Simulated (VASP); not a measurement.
# O: electric field gradients with PBEsol

Crystal: O.

```
O
1.0
     1.42335    0.82177    3.34013
    -1.42335    0.82177    3.34013
     0.00000   -1.64354    3.34013
O
2
Cartesian
  0.0000 0.0000 0.5782
  0.0000 0.0000 9.4422
```

This cell differs from its parent crystal: zz strain of -2 %.

- Program: VASP 6.6.1
- Task: electric field gradients
- Functional: PBEsol
- Potentials or basis: VASP PAW PBE potentials, release 64 (O)
- Cutoff: 520 eV
- k mesh: 10 × 10 × 10
- Occupations: fermi-dirac, width 0.02 eV
- Spin: no spin polarisation
- Dipole correction: no
- Further INCAR settings: ALGO = Normal; EDIFF = 1e-08; NBANDS = 13

```json
{
  "Pressure": "13.2 GPa",
  "Largest force": "6.583 eV/Å",
  "Band gap on the k mesh": "zero (band 6 reaches 1.55 eV, above the bottom of band 7 at 0.24 eV)"
}
```

Forces in eV/Å, atoms in the order of the input:
```
O    0.000  0.000  6.583
O    0.000  0.000 -6.583
```

Stress tensor (GPa, compression positive):
```
-8.87  0.00  0.00
 0.00 -8.87  0.00
 0.00  0.00 57.46
```

Levels at points of the mesh, in eV from the Fermi level:
| k point | band 4 | band 5 | band 6 | band 7 | band 8 | band 9 |
| --- | --- | --- | --- | --- | --- | --- |
| (0.00, 0.00, 0.00) | -7.09 | -7.09 | 0.56 | 0.56 | 7.94 | 12.29 |
| (0.50, 0.00, 0.00) | -8.17 | -7.47 | -0.70 | 0.04 | 10.78 | 12.30 |
| (0.50, 0.50, 0.00) | -7.69 | -7.50 | -1.39 | 0.66 | 10.58 | 11.26 |
| (0.50, 0.50, 0.50) | -7.20 | -7.20 | 0.84 | 0.84 | 8.11 | 8.35 |

Electric field gradients, principal values (V/Å²):
| atom | least | middle | greatest (by size) |
| --- | --- | --- | --- |
| 1 O | -54.451 | -54.451 | 108.901 |
| 2 O | -54.451 | -54.451 | 108.901 |

Run time: 34 s on 1 thread of AMD EPYC 9R14 (Zen 4), with other jobs on the host, peak memory 0.13 GiB.

Caveat: the cell differs from its parent crystal (zz strain of -2 %); the standard files for N, O and F lose accuracy on very short bonds; spin is off for a triplet molecule; without QUAD_EFG the Cq values of the log hold for a quadrupole moment of 1 mb, not for the nuclei; the PAW data sets were made with another functional, which shifts forces and pressure a little.
